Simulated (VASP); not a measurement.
# CdS (Fm-3m) in VASP: settings compared, part 2 of 2

VASP 6.6.1. The steps go on from the part before.

## (4) Single point, PBE0

This run uses another cell than the first one, of 20.33 Å³/atom.

POSCAR

```
CdS
1.0
    0.0000000000      2.7291943631      2.7291943631
    2.7291943631      0.0000000000      2.7291943631
    2.7291943631      2.7291943631      0.0000000000
Cd S
1 1
Direct
    0.0000000000      0.0000000000      0.0000000000
    0.5000000000      0.5000000000      0.5000000000
```

INCAR.step1

```
SYSTEM = CdS
  PREC = Accurate
  ENCUT = 520
  EDIFF = 1E-5
  ISMEAR = -1
  SIGMA = 0.05
  LREAL = .False.
  LASPH = .True.
  NELM = 100
  ALGO = Normal
  ISIF = 2
  LWAVE = .True.
  LCHARG = .False.
  NBANDS = 16
  GGA = PE
```

INCAR.step2

```
SYSTEM = CdS
  PREC = Accurate
  ENCUT = 520
  EDIFF = 1E-6
  ISMEAR = -1
  SIGMA = 0.05
  LREAL = .False.
  LASPH = .True.
  NELM = 100
  ALGO = Normal
  ISIF = 2
  LWAVE = .False.
  LCHARG = .False.
  GGA = PE
  LHFCALC = .True.
  AEXX = 0.25
  PRECFOCK = Normal
  NBANDS = 16
  ISTART = 1
```

KPOINTS

```
regular mesh
0
Gamma
  4 4 4
  0 0 0
```

Potentials or basis: VASP PAW PBE potentials, release 64 (Cd, S).

Command:

```sh
> cat potpaw_PBE.64/Cd/POTCAR potpaw_PBE.64/S/POTCAR > POTCAR
> cp INCAR.step1 INCAR
> mpirun -np 1 vasp_std > vasp.out
> cp INCAR.step2 INCAR
> mpirun -np 1 vasp_std > vasp.out
```

OUTCAR:

```text
SYSTEM = CdS
   PREC = Accurate
   ENCUT = 520
   EDIFF = 1E-6
   ISMEAR = -1
   LREAL = .False.
   LASPH = .True.
   NELM = 100
   ISIF = 2
   GGA = PE
   LHFCALC = .True.
   AEXX = 0.25
   PRECFOCK = Normal
   ISTART = 1

 ion  position               nearest neighbor table
   1  0.000  0.000  0.000-   2 2.73   2 2.73   2 2.73   2 2.73   2 2.73   2 2.73
   2  0.500  0.500  0.500-   1 2.73   1 2.73   1 2.73   1 2.73   1 2.73   1 2.73

  LATTYP: Found a face centered cubic cell.
 ALAT       =     5.4583887262

  Lattice vectors:

 A1 = (   0.0000000000,   2.7291943631,   2.7291943631)
 A2 = (   2.7291943631,   0.0000000000,   2.7291943631)
 A3 = (   2.7291943631,   2.7291943631,   0.0000000000)

Analysis of symmetry for initial positions (statically):
=====================================================================
 Subroutine PRICEL returns:
 Original cell was already a primitive cell.

 Routine SETGRP: Setting up the symmetry group for a
 face centered cubic supercell.

 Subroutine GETGRP returns: Found 48 space group operations
 (whereof 48 operations were pure point group operations)
 out of a pool of 48 trial point group operations.

The static configuration has the point symmetry O_h .

Analysis of symmetry for dynamics (positions and initial velocities):
=====================================================================
 Subroutine PRICEL returns:
 Original cell was already a primitive cell.

 Routine SETGRP: Setting up the symmetry group for a
 face centered cubic supercell.

 Subroutine GETGRP returns: Found 48 space group operations
 (whereof 48 operations were pure point group operations)
 out of a pool of 48 trial point group operations.

The dynamic configuration has the point symmetry O_h .

 Subroutine INISYM returns: Found 48 space group operations
 (whereof 48 operations are pure point group operations),
 and found     1 'primitive' translations

----------------------------------------------------------------------------------------

                                     Primitive cell

  volume of cell :      40.6568

  direct lattice vectors                    reciprocal lattice vectors
     0.000000000  2.729194363  2.729194363    -0.183204248  0.183204248  0.183204248
     2.729194363  0.000000000  2.729194363     0.183204248 -0.183204248  0.183204248
     2.729194363  2.729194363  0.000000000     0.183204248  0.183204248 -0.183204248

  length of vectors
     3.859663683  3.859663683  3.859663683     0.317319065  0.317319065  0.317319065

  position of ions in fractional coordinates (direct lattice)
     0.000000000  0.000000000  0.000000000
     0.500000000  0.500000000  0.500000000

  ion indices of the primitive-cell ions
   primitive index   ion index
                 1           1
                 2           2

----------------------------------------------------------------------------------------

 KPOINTS: regular mesh

Automatic generation of k-mesh.
[... 23 lines left out ...]
  0.000000  0.000000  0.000000      1.000000
  0.250000  0.000000  0.000000      8.000000
  0.500000  0.000000  0.000000      4.000000
  0.250000  0.250000  0.000000      6.000000
  0.500000  0.250000  0.000000     24.000000
 -0.250000  0.250000  0.000000     12.000000
  0.500000  0.500000  0.000000      3.000000
 -0.250000  0.500000  0.250000      6.000000
   k-points           NKPTS =      8   k-points in BZ     NKDIM =     64   number of bands    NBANDS=     16
   number of dos      NEDOS =    301   number of ions     NIONS =      2
   total plane-waves  NPLWV =  27000
   dimension x,y,z NGX =    30 NGY =   30 NGZ =   30
   dimension x,y,z NGXF=    60 NGYF=   60 NGZF=   60
   ions per type =               1   1
   NGX,Y,Z   is equivalent  to a cutoff of  12.92, 12.92, 12.92 a.u.
   NGXF,Y,Z  is equivalent  to a cutoff of  25.84, 25.84, 25.84 a.u.
 SYSTEM =  CdS
   PREC   = accura    normal or accurate (medium, high low for compatibility)
   ISTART =      1    job   : 0-new  1-cont  2-samecut
   ICHARG =      0    charge: 1-file 2-atom 10-const
   ISPIN  =      1    spin polarized calculation?
   LNONCOLLINEAR =      F non collinear calculations
   LSORBIT =      F    spin-orbit coupling
   LASPH  =      T    aspherical Exc in radial PAW
   ENCUT  =  520.0 eV  38.22 Ry    6.18 a.u.   7.18  7.18  7.18*2*pi/ulx,y,z
   NELM   =    100;   NELMIN=  2; NELMDL=  0     # of ELM steps
   EDIFF  = 0.1E-05   stopping-criterion for ELM
   LREAL  =      F    real-space projection
   EDIFFG = 0.1E-04   stopping-criterion for IOM
   NSW    =      0    number of steps for IOM
   IBRION =     -1    ionic relax: 0-MD 1-quasi-New 2-CG
   NFREE  =      0    steps in history (QN), initial steepest desc. (CG)
   ISIF   =      2    stress and relaxation
   ISYM   =      3    0-nonsym 1-usesym 2-fastsym
   POTIM  = 0.5000    time-step for ionic-motion
   TEBEG  =    0.0;   TEEND  =   0.0 temperature during run
   PSTRESS=    0.0 pullay stress
   NELECT =      18.0000    total number of electrons
   NUPDOWN=      -1.0000    fix difference up-down
   EMIN   =  10.00;   EMAX   =-10.00  energy-range for DOS
   EFERMI =   0.00;   METHOD = LEGACY
   ISMEAR =    -1;   SIGMA  =   0.05  broadening in eV -4-tet -1-fermi 0-gaus
   EFERMI_NEDOS =   21; number of points for ismear=-14 and -15
   IALGO  =     38    algorithm
   IMIX   =      1    mixing-type and parameters
     AMIX     =   0.40;   BMIX     =  1.00
     AMIX_MAG =   1.60;   BMIX_MAG =  1.00
  volume/ion in A,a.u.               =      20.33       137.18
  Fermi-wavevector in a.u.,A,eV,Ry     =   1.247732  2.357871 21.182017  1.556834
  Thomas-Fermi vector in A             =   2.381850
   LORBIT       =      0    0 simple, 1 ext, 2 COOP (PROOUT), +10 PAW based schemes
   GGA     = PE    functional components
   LHFCALC =     T    Hartree Fock is set to
   PRECFOCK=normal    Normal, Fast or Accurate (Low or Medium for compatibility)
   ENCUT4O =  -1.0   cutoff for four orbital integrals eV
   NKREDX  =     1    reduce k-point grid by
   NKREDY  =     1    reduce k-point grid by
   NKREDZ  =     1    reduce k-point grid by
   AEXX    =    0.2500 exact exchange contribution
   HFSCREEN=    0.0000 screening length (either q_TF or 0.3 A-1)
   HFSCREENC=   0.0000 screening length for correlation (either q_TF or 0.3 A-1)
   ENCUTFOCK=  -1.0 apply spherical cutoff to Coloumb kernel
   IVDW    =     0    specifies the selected vdW correction
   LEPSILON=     F    determine dielectric tensor
   LRPA    =     F    only Hartree local field effects (RPA)
 non-spin polarized calculation
  energy-cutoff  :      520.00
  volume of cell :       40.66
 maximum number of plane-waves:      1106
 NGX is ok and might be reduce to    30
  NGX = 24; NGY = 24; NGZ = 24

 number of electron      18.0000004 magnetization

 Free energy of the ion-electron system (eV)
  ---------------------------------------------------
  ext. energy  EPLUGINS =         0.00000000
  ---------------------------------------------------
  free energy    TOTEN  =        -7.89739489 eV

  energy without entropy =       -7.89739489  energy(sigma->0) =       -7.89739489

 E-fermi :   2.9764     XC(G=0):  -8.2195

 val. band max:        1.9719600321   @ k =   0.5000   0.0000   0.0000
 cond. band min:       3.9277101022   @ k =   0.5000   0.5000   0.0000
 fundamental gap:      1.9557500701
 Fermi energy:         2.9764091116

 k-point     1 :       0.0000    0.0000    0.0000
  band No.  band energies     occupation
      1     -12.1524      2.00000
      2      -6.9395      2.00000
      3      -6.9395      2.00000
      4      -6.9129      2.00000
      5      -6.9129      2.00000
      6      -6.9129      2.00000
[... 129 lines left out ...]
      3      -6.9046      2.00000
      4      -6.9046      2.00000
      5      -6.6415      2.00000
      6      -6.0609      2.00000
[... 8 lines left out ...]
     15      17.3162      0.00000
     16      18.9922      0.00000

------------------------ aborting loop because EDIFF is reached ----------------------------------------

  FORCE on cell =-STRESS in cart. coord.  units (eV):
  Direction    XX          YY          ZZ          XY          YZ          ZX
  --------------------------------------------------------------------------------------
  -------------------------------------------------------------------------------------
  Total        0.0645215      0.0645215      0.0645215     -0.0000000      0.0000000     -0.0000000
  in kB        2.5426220      2.5426220      2.5426220     -0.0000000      0.0000000     -0.0000000
  external PRESSURE =       2.5426220 kB  Pullay stress =       0.0000000 kB

 VOLUME and BASIS-vectors are now :
 -----------------------------------------------------------------------------
  energy-cutoff  :      520.00
  volume of cell :       40.66
      direct lattice vectors                 reciprocal lattice vectors
     0.000000000  2.729194363  2.729194363    -0.183204248  0.183204248  0.183204248
     2.729194363  0.000000000  2.729194363     0.183204248 -0.183204248  0.183204248
     2.729194363  2.729194363  0.000000000     0.183204248  0.183204248 -0.183204248

 POSITION                                       TOTAL-FORCE (eV/Angst)
 -----------------------------------------------------------------------------------
      0.00000      0.00000      0.00000        -0.000000      0.000000      0.000000
      2.72919      2.72919      2.72919         0.000000      0.000000     -0.000000
 -----------------------------------------------------------------------------------
    total drift:                                0.000000      0.000000      0.000000

  FREE ENERGIE OF THE ION-ELECTRON SYSTEM (eV)
  ---------------------------------------------------
  free  energy   TOTEN  =        -7.8973948895 eV

  energy  without entropy=       -7.8973948884  energy(sigma->0) =       -7.89739489
```

It took 9.8 min on 1 thread of AMD EPYC 7R13 (Zen 3), shared host; peak memory 0.14 GiB.

What came out:

| Quantity | Value |
| --- | --- |
| Free energy | -7.8974 eV |
| Pressure | 0.3 GPa |
| Band gap on the k mesh | 1.96 eV (least direct gap 3.48 eV) |

Levels at points of the mesh, in eV from the valence-band top:
| k point | band 6 | band 7 | band 8 | band 9 | band 10 | band 11 | band 12 | band 13 |
| --- | --- | --- | --- | --- | --- | --- | --- | --- |
| (0.00, 0.00, 0.00) | -8.88 | -0.76 | -0.76 | -0.76 | 2.72 | 11.14 | 11.14 | 11.14 |
| (0.50, 0.00, 0.00) | -8.68 | -5.33 | 0.00 | 0.00 | 5.18 | 7.77 | 7.77 | 9.24 |
| (0.50, 0.50, 0.00) | -7.82 | -4.66 | -2.31 | -2.31 | 1.96 | 7.68 | 12.13 | 13.66 |

Caveat: the k points lie up to 0.50 Å⁻¹ apart; the PAW data sets were made with another functional, which shifts forces and pressure a little. A k mesh can miss the band edges.

## (5) Single point, HSE06

This run uses another cell than the first one, of 20.37 Å³/atom.

POSCAR

```
CdS
1.0
    0.0000000000      2.7308397411      2.7308397411
    2.7308397411      0.0000000000      2.7308397411
    2.7308397411      2.7308397411      0.0000000000
Cd S
1 1
Direct
    0.0000000000      0.0000000000      0.0000000000
    0.5000000000      0.5000000000      0.5000000000
```

INCAR.step1

```
SYSTEM = CdS
PREC = Accurate ; ENCUT = 520
EDIFF = 1E-5 ; ISMEAR = -1
SIGMA = 0.05 ; LREAL = .FALSE.
LASPH = .TRUE. ; NELM = 80
ALGO = Normal ; ISIF = 2
LWAVE = .TRUE. ; LCHARG = .FALSE.
NBANDS = 16 ; GGA = PE
```

INCAR.step2

```
SYSTEM = CdS
PREC = Accurate ; ENCUT = 520
EDIFF = 1E-7 ; ISMEAR = -1
SIGMA = 0.05 ; LREAL = .FALSE.
LASPH = .TRUE. ; NELM = 80
ALGO = Normal ; ISIF = 2
LWAVE = .FALSE. ; LCHARG = .FALSE.
GGA = PE ; LHFCALC = .TRUE.
HFSCREEN = 0.2079 ; PRECFOCK = Normal
NBANDS = 16 ; ISTART = 1
```

KPOINTS

```
Automatic mesh
0
G
  4 4 4
  0 0 0
```

Command:

```sh
> cat potpaw_PBE.64/Cd/POTCAR potpaw_PBE.64/S/POTCAR > POTCAR
> cp INCAR.step1 INCAR
> mpirun -np 1 vasp_std > vasp.out
> cp INCAR.step2 INCAR
> mpirun -np 1 vasp_std > vasp.out
```

It took 9.3 min on 1 thread of AMD EPYC 7R13 (Zen 3), shared host; peak memory 0.24 GiB.

The run converged. Its results:

```
Free energy            : -7.2911 eV
Pressure               : 0.4 GPa
Band gap on the k mesh : 1.22 eV (least direct gap 2.73 eV)
```

Levels at points of the mesh, in eV from the valence-band top:
```
           k point  band 5  band 6  band 7  band 8  band 9  band 10  band 11  band 12  band 13  band 14
(0.00, 0.00, 0.00)   -8.85   -8.85   -0.75   -0.75   -0.75     1.98    10.36    10.36    10.36    12.37
(0.50, 0.00, 0.00)   -8.65   -8.65   -5.28    0.00    0.00     4.45     7.01     7.01     8.44    13.53
(0.50, 0.50, 0.00)   -8.58   -7.79   -4.61   -2.29   -2.29     1.22     6.92    11.35    12.87    12.87
```

Caveat: the k points lie up to 0.50 Å⁻¹ apart; the PAW data sets were made with another functional, which shifts forces and pressure a little. A k mesh can miss the band edges.

## (6) Summary

```csv
level,cell,screening parameter,gap on the mesh (eV),pressure (GPa)
PBEsol-based global hybrid with 25 % exact exchange,"a = 3.816 Å, angles 60.0°, 2 atoms",-,1.83,0.3
PBEsol-based screened hybrid with 25 % exact exchange,"a = 3.818 Å, angles 60.0°, 2 atoms",0.207 1/Å,1.08,0.5
PBE0,"a = 3.860 Å, angles 60.0°, 2 atoms",-,1.96,0.3
HSE06,"a = 3.862 Å, angles 60.0°, 2 atoms",0.2079 1/Å,1.22,0.4
```

Alike in all rows: task single point; potentials or basis VASP PAW PBE potentials, release 64 (Cd, S); no spin polarisation; k mesh 4 × 4 × 4; cutoff (eV) 520; smearing fermi-dirac 0.05 eV.

Caveats: all runs use coarse meshes; the PAW data sets were made with another functional, which shifts forces and pressure a little.

Total energies depend on the potentials used, so only differences within one code and one set of settings carry meaning.
